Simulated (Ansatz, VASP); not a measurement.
One calculation of BAs, two programs

```
B As
1.0
     0.00000    2.40445    2.40445
     2.40445    0.00000    2.40445
     2.40445    2.40445    0.00000
B As
1 1
Direct
  0.25000 0.25000 0.25000
  0.50000 0.50000 0.50000
```

Alike in both runs: functional PBE; k mesh 10 × 10 × 10; occupations gaussian, width 0.02 eV; no spin polarisation.

Ansatz relaxed the structure, and its values are those at the end. VASP's run is a single point on that final structure, the one shown.

```csv
,VASP,Ansatz
version,VASP 6.6.1,Ansatz 0.2.0
potentials or method,"VASP PAW PBE potentials, release 64 (B, As), cutoff 520 eV","scalar-relativistic, plane waves, PAW"
valence electrons in the cell,8,18
```

Ansatz gave:

| Quantity | Value |
| --- | --- |
| gap on the k mesh at the Fermi level (eV) | 1.20 |
| least direct gap on the mesh (eV) | 3.26 |
| pressure (GPa) | 0.0 |

Task: What did VASP give for the same quantities?

Result: gap on the k mesh at the Fermi level (eV): 1.20; least direct gap on the mesh (eV): 3.25; pressure (GPa): 0.6.

The functional is the same, so the differences come from potentials, cutoffs and numerics. VASP's potentials hold 8 valence electrons a cell and Ansatz's 18, so a difference there can come from the potentials and not from the codes.
